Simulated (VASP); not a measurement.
**Na: single point with LDA**

Crystal: Na.

```
Na
1.0
     3.59863    0.00000    0.00000
    -1.79932    3.11651    0.00000
     0.00000    0.00000    5.90734
Na
2
Direct
  0.33333 0.66667 0.25000
  0.66667 0.33333 0.75000
```

| Quantity | Value |
| --- | --- |
| Program | VASP 6.6.1 |
| Task | single point |
| Functional | LDA |
| Potentials or basis | VASP PAW LDA potentials, release 64 (Na_pv) |
| Cutoff | 520 eV |
| k mesh | 5 × 5 × 3 |
| Occupations | methfessel-paxton, width 0.05 eV |
| Spin | no spin polarisation |

| Quantity | Value |
| --- | --- |
| Pressure | 0.0 GPa |
| Band gap on the k mesh | zero (band 7 reaches 1.62 eV, above the bottom of band 8 at -1.09 eV) |

Levels at points of the mesh, in eV from the Fermi level:
```
           k point  band 3  band 4  band 5  band 6  band 7  band 8  band 9  band 10  band 11  band 12
(0.00, 0.00, 0.00)  -25.09  -25.08  -25.08  -25.08   -3.76    0.34    0.77    10.40    10.40    10.85
```

It took 9.5 s on 1 thread of AMD EPYC 7R43 64-Core Processor (Zen 3) (shared host), peak memory 0.11 GiB.

Caveat: the k points lie up to 0.40 Å⁻¹ apart.
